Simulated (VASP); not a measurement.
# H2: single point with PBEsol

The system is H2, in a box.

```xyz
2
Lattice="8.0000 0.0000 0.0000 0.0000 8.0000 0.0000 0.0000 0.0000 8.0000" Properties=species:S:1:pos:R:3 pbc="T T T"
H     4.0000    4.0000    3.4500
H     4.0000    4.0000    4.5500
```

```yaml
Program: VASP 6.6.1
Task: single point
Functional: PBEsol
Potentials_or_basis: VASP PAW PBE potentials, release 64 (H)
Cutoff: 400 eV
k_mesh: 1 × 1 × 1
Occupations: gaussian, width 0.01 eV
Spin: no spin polarisation
```

```json
{
 "Largest force": "4.476 eV/Å",
 "Gap between the frontier levels": "7.78 eV"
}
```

Forces in eV/Å, atoms in the order of the input:
```
H    0.000  0.000  4.476
H    0.000  0.000 -4.476
```

Levels at points of the mesh, in eV from the valence-band top:
| k point | band 1 | band 2 | band 3 | band 4 | band 5 |
| --- | --- | --- | --- | --- | --- |
| (0.00, 0.00, 0.00) | 0.00 | 7.78 | 8.53 | 10.07 | 10.07 |

It took 20 s on 1 thread of AMD EPYC 7R43 64-Core Processor (Zen 3), on a shared host, peak memory 0.33 GiB.

Caveat: the PAW data sets were made with another functional, which shifts forces and pressure a little.
